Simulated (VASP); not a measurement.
# Hg (Fd-3m) in VASP: a series of runs, part 2 of 2

VASP 6.6.1.

**3. Single point, PBEsol (32.63 Å³/atom)**

This run uses another cell than the first one, of 32.63 Å³/atom.

INCAR reads:

```
SYSTEM = Hg
  PREC = Accurate
  ENCUT = 520
  EDIFF = 1E-7
  ISMEAR = -1
  SIGMA = 0.05
  LREAL = .False.
  LASPH = .True.
  NELM = 60
  ALGO = Normal
  ISIF = 2
  LWAVE = .False.
  LCHARG = .True.
  GGA = PS
  LELF = .True.
  LVHAR = .True.
  NBANDS = 19
```

KPOINTS reads:

```
Automatic mesh
0
Gamma
  12 12 12
  0 0 0
```

POSCAR reads:

```
Hg
1.0
    0.0000000000      3.1953812564      3.1953812564
    3.1953812564      0.0000000000      3.1953812564
    3.1953812564      3.1953812564      0.0000000000
Hg
2
Direct
   -0.1250000000     -0.1250000000     -0.1250000000
    0.1250000000      0.1250000000      0.1250000000
```

Potentials or basis: VASP PAW PBE potentials, release 64 (Hg).

Command:

```bash
$ cat potpaw_PBE.64/Hg/POTCAR > POTCAR
$ mpirun -np 1 vasp_std > vasp.out
```

Run time: 47 s. Hardware: 1 thread of AMD EPYC 9R45 (Zen 5), shared host; peak memory 0.21 GiB.

The run converged. Its results:

```
Free energy            : -0.6181 eV
Pressure               : 2.9 GPa
Band gap on the k mesh : zero (bands 12 and 13 overlap by 4.34 eV)
```

Levels at points of the mesh, in eV from the Fermi level:
```csv
k point,band 8,band 9,band 10,band 11,band 12,band 13,band 14,band 15,band 16,band 17
"(0.00, 0.00, 0.00)",-6.62,-6.62,-6.15,-6.15,3.94,5.46,5.46,5.46,6.77,6.77
"(0.50, 0.00, 0.00)",-6.58,-6.16,-6.16,-4.72,-3.26,3.31,3.31,4.23,7.37,7.76
"(0.50, 0.50, 0.00)",-7.00,-6.05,-6.05,-3.59,-3.59,1.04,1.04,4.45,4.45,13.46
```

Caveat: the PAW data sets were made with another functional, which shifts forces and pressure a little; spin-orbit coupling is left out, which moves the levels of the heavy elements.

**4. Single point, PBEsol**

This run uses another cell than the first one, of 36.25 Å³/atom.

INCAR reads:

```
SYSTEM = Hg
ALGO = Normal
EDIFF = 1E-7
ENCUT = 520
GGA = PS
ISIF = 2
ISMEAR = -1
LASPH = .True.
LCHARG = .False.
LREAL = .False.
LWAVE = .False.
NBANDS = 19
NELM = 100
PREC = Accurate
SIGMA = 0.05
```

KPOINTS reads:

```
k-points
0
Gamma
  12 12 12
  0 0 0
```

POSCAR reads:

```
Hg
1.0
    0.0000000000      3.3095975029      3.3095975029
    3.3095975029      0.0000000000      3.3095975029
    3.3095975029      3.3095975029      0.0000000000
Hg
2
Direct
   -0.1250000000     -0.1250000000     -0.1250000000
    0.1250000000      0.1250000000      0.1250000000
```

Potentials or basis: VASP PAW PBE potentials, release 64 (Hg).

Command:

```bash
$ cat potpaw_PBE.64/Hg/POTCAR > POTCAR
$ mpirun -np 1 vasp_std > vasp.out
```

OUTCAR:

```text
SYSTEM = Hg
   EDIFF = 1E-7
   ENCUT = 520
   GGA = PS
   ISIF = 2
   ISMEAR = -1
   LASPH = .True.
   LREAL = .False.
   NELM = 100
   PREC = Accurate

 ion  position               nearest neighbor table
   1  0.875  0.875  0.875-   2 2.87   2 2.87   2 2.87   2 2.87
   2  0.125  0.125  0.125-   1 2.87   1 2.87   1 2.87   1 2.87

  LATTYP: Found a face centered cubic cell.
 ALAT       =     6.6191950058

  Lattice vectors:

 A1 = (   0.0000000000,   3.3095975029,   3.3095975029)
 A2 = (   3.3095975029,   0.0000000000,   3.3095975029)
 A3 = (   3.3095975029,   3.3095975029,   0.0000000000)

[... 189 lines left out ...]
      6      -7.0566      2.00000
[... 505 lines left out ...]
      6      -6.7281      2.00000
[... 11 lines left out ...]
     18       9.9564      0.00000
     19      10.9354      0.00000

 [... further k-points ...]
[... 5 lines left out ...]
  --------------------------------------------------------------------------------------
  -------------------------------------------------------------------------------------
  Total        0.1167882      0.1167882      0.1167882     -0.0000000     -0.0000000     -0.0000000
  in kB        2.5807987      2.5807987      2.5807987     -0.0000000     -0.0000000     -0.0000000
  external PRESSURE =       2.5807987 kB  Pullay stress =       0.0000000 kB

 VOLUME and BASIS-vectors are now :
 -----------------------------------------------------------------------------
  energy-cutoff  :      520.00
  volume of cell :       72.50
      direct lattice vectors                 reciprocal lattice vectors
     0.000000000  3.309597503  3.309597503    -0.151075773  0.151075773  0.151075773
     3.309597503  0.000000000  3.309597503     0.151075773 -0.151075773  0.151075773
     3.309597503  3.309597503  0.000000000     0.151075773  0.151075773 -0.151075773

 POSITION                                       TOTAL-FORCE (eV/Angst)
 -----------------------------------------------------------------------------------
      5.79180      5.79180      5.79180         0.000000      0.000000      0.000000
      0.82740      0.82740      0.82740        -0.000000     -0.000000     -0.000000
 -----------------------------------------------------------------------------------
    total drift:                                0.000000      0.000000      0.000000

  FREE ENERGIE OF THE ION-ELECTRON SYSTEM (eV)
  ---------------------------------------------------
  free  energy   TOTEN  =        -0.6876916155 eV

  energy  without entropy=       -0.6793017357  energy(sigma->0) =       -0.68349668
```

OSZICAR:

```text
N       E                     dE             d eps       ncg     rms          rms(c)
DAV:   1     0.164212268385E+03    0.16421E+03   -0.11725E+04  2736   0.115E+03
DAV:   2     0.362918828182E+01   -0.16058E+03   -0.15324E+03  2844   0.290E+02
DAV:   3    -0.764321778846E+00   -0.43935E+01   -0.43766E+01  3149   0.523E+01
DAV:   4    -0.775676315612E+00   -0.11355E-01   -0.11353E-01  2970   0.268E+00
DAV:   5    -0.775713770044E+00   -0.37454E-04   -0.37454E-04  3032   0.139E-01    0.414E+00
DAV:   6    -0.695855111075E+00    0.79859E-01   -0.19460E-01  3085   0.428E+00    0.323E+00
DAV:   7    -0.688226455439E+00    0.76287E-02   -0.24809E-02  2983   0.120E+00    0.153E+00
DAV:   8    -0.687573436704E+00    0.65302E-03   -0.24213E-03  2859   0.558E-01    0.707E-02
DAV:   9    -0.687633769804E+00   -0.60333E-04   -0.56138E-05  3110   0.635E-02    0.186E-02
DAV:  10    -0.687690877242E+00   -0.57107E-04   -0.66780E-05  2869   0.521E-02    0.546E-03
DAV:  11    -0.687691433757E+00   -0.55651E-06   -0.11539E-06  3072   0.608E-03    0.447E-03
DAV:  12    -0.687691599116E+00   -0.16536E-06   -0.15234E-07  2432   0.199E-03    0.927E-04
DAV:  13    -0.687691615523E+00   -0.16407E-07   -0.12529E-08  1859   0.922E-04
   1 F= -.68769162E+00 E0= -.68349668E+00  d E =-.838988E-02
```

It took 48 s on 1 thread of AMD EPYC 9R45 (Zen 5), shared host; peak memory 0.22 GiB.

Results:

```
Free energy            : -0.6877 eV
Pressure               : 0.3 GPa
Band gap on the k mesh : zero (bands 12 and 13 overlap by 3.26 eV)
```

Levels at points of the mesh, in eV from the Fermi level:
```csv
k point,band 9,band 10,band 11,band 12,band 13,band 14,band 15,band 16
"(0.00, 0.00, 0.00)",-6.55,-6.20,-6.20,2.99,4.90,4.90,4.90,6.25
"(0.50, 0.00, 0.00)",-6.19,-6.19,-4.77,-3.06,3.03,3.03,3.55,7.19
"(0.50, 0.50, 0.00)",-6.10,-6.10,-3.63,-3.63,1.04,1.04,4.12,4.12
```

Caveat: the PAW data sets were made with another functional, which shifts forces and pressure a little; spin-orbit coupling is left out, which moves the levels of the heavy elements.

**5. Single point, PBEsol**

This run uses another cell than the first one, of 36.25 Å³/atom.

INCAR reads:

```
  PREC = Accurate
  ENCUT = 520
  EDIFF = 1E-6
  ISMEAR = -1
  SIGMA = 0.05
  LREAL = F
  LASPH = T
  NELM = 60
  ALGO = Normal
  ISIF = 2
  LWAVE = F
  LCHARG = F
  GGA = PS
  NBANDS = 19
```

KPOINTS reads:

```
Automatic mesh
0
Gamma
  12 12 12
```

POSCAR is that of step 4.

Command:

```bash
$ cat potpaw_PBE.64/Hg/POTCAR > POTCAR
$ mpirun -np 1 vasp_std > vasp.out
```

Run time: 44 s. Hardware: 1 thread of AMD EPYC 9R45 (Zen 5), shared host; peak memory 0.22 GiB.

The run converged. Its results:

| Quantity | Value |
| --- | --- |
| Free energy | -0.6877 eV |
| Pressure | 0.3 GPa |
| Band gap on the k mesh | zero (bands 12 and 13 overlap by 3.26 eV) |

Levels at points of the mesh, in eV from the Fermi level:
```tsv
k point	band 10	band 11	band 12	band 13	band 14	band 15
(0.00, 0.00, 0.00)	-6.20	-6.20	2.99	4.90	4.90	4.90
(0.50, 0.00, 0.00)	-6.19	-4.77	-3.06	3.03	3.03	3.55
(0.50, 0.50, 0.00)	-6.10	-3.63	-3.63	1.04	1.04	4.12
```

Caveat: the PAW data sets were made with another functional, which shifts forces and pressure a little; spin-orbit coupling is left out, which moves the levels of the heavy elements.

**6. The runs side by side**

| cell | gap on the mesh (eV) | pressure (GPa) |
| --- | --- | --- |
| a = 4.345 Å, angles 60.0°, 2 atoms | none | 9.2 |
| a = 4.519 Å, angles 60.0°, 2 atoms | none | 2.9 |
| a = 4.680 Å, angles 60.0°, 2 atoms | none | 0.3 |

Alike in all rows: task single point; level PBEsol; potentials or basis VASP PAW PBE potentials, release 64 (Hg); no spin polarisation; k mesh 12 × 12 × 12; cutoff (eV) 520; smearing fermi-dirac 0.05 eV.

Caveats: the PAW data sets were made with another functional, which shifts forces and pressure a little; spin-orbit coupling is left out, which moves the levels of the heavy elements; the cell stands under pressure (at least some runs).

Total energies depend on the potentials used, so only differences within one code and one set of settings carry meaning.
